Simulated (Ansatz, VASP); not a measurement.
**Tl in VASP and in Ansatz**

File INCAR:

```
SYSTEM = Tl
PREC     = Accurate       ! precision mode
ENCUT    = 520            ! plane-wave cutoff, eV
EDIFF    = 1E-6           ! SCF threshold, eV
ISMEAR   = 0              ! smearing method
SIGMA    = 0.15           ! smearing width, eV
LREAL    = .False.        ! projectors in reciprocal space
LASPH    = .True.         ! aspherical terms in the spheres
NELM     = 80             ! most SCF steps
ALGO     = Fast           ! electronic algorithm
ISIF     = 2              ! what is computed and relaxed
LWAVE    = .False.        ! write WAVECAR
LCHARG   = .False.        ! write CHGCAR
GGA      = PS             ! functional
NBANDS   = 20             ! bands
```

KPOINTS

```
regular mesh
0
Gamma
  18 18 10
  0 0 0
```

The input POSCAR:

```
Tl
1.0
    3.4559983565      0.0000000000      0.0000000000
   -1.7279991783      2.9929823722      0.0000000000
    0.0000000000      0.0000000000      5.3040000000
Tl
2
Direct
    0.3333333333      0.6666666667      0.2500000000
    0.6666666667      0.3333333333      0.7500000000
```

Input for Ansatz:

```yaml
crystal:
  lattice:
    - [3.4559983565, 0.0, 0.0]
    - [-1.7279991783, 2.9929823722, 0.0]
    - [0.0, 0.0, 5.304]
  atoms:
    - { symbol: Tl, position: [0.3333333333, 0.6666666667, 0.25] }
    - { symbol: Tl, position: [0.6666666667, 0.3333333333, 0.75] }
basis:
  ecutwfc: 420
kpoints:
  mp_grid: { grid: [18, 18, 10] }
hamiltonian:
  xc: pbesol
scf:
  occupations: { method: gaussian, width: 0.15 }
output:
  forces: true
  stress: true
  eigenvalues: true
```

Change from the starting cell: strain +0.000 along x and y, -0.040 along z, atoms carried along.

Alike in both runs: task single point; functional PBEsol; k mesh 18 × 18 × 10; occupations gaussian, width 0.15 eV; no spin polarisation.

|  | VASP | Ansatz |
| --- | --- | --- |
| version | VASP 6.6.1 | Ansatz 0.2.0 |
| potentials or method | VASP PAW PBE potentials, release 64 (Tl_d), cutoff 520 eV | scalar-relativistic, plane waves, PAW |
| valence electrons in the cell | 26 | 26 |

```csv
,VASP,Ansatz,Ansatz less VASP
gap on the k mesh at the Fermi level (eV),none,none,-
pressure (GPa),1.8,1.9,+0.05
"traceless stress, the component that is largest in VASP (GPa)",1.01,1.01,+0.003
```

VASP's potentials were made for PBE, not for PBEsol. A gap of «none» marks a metal or a gap that the smearing closes.

Spin-orbit coupling is off throughout.
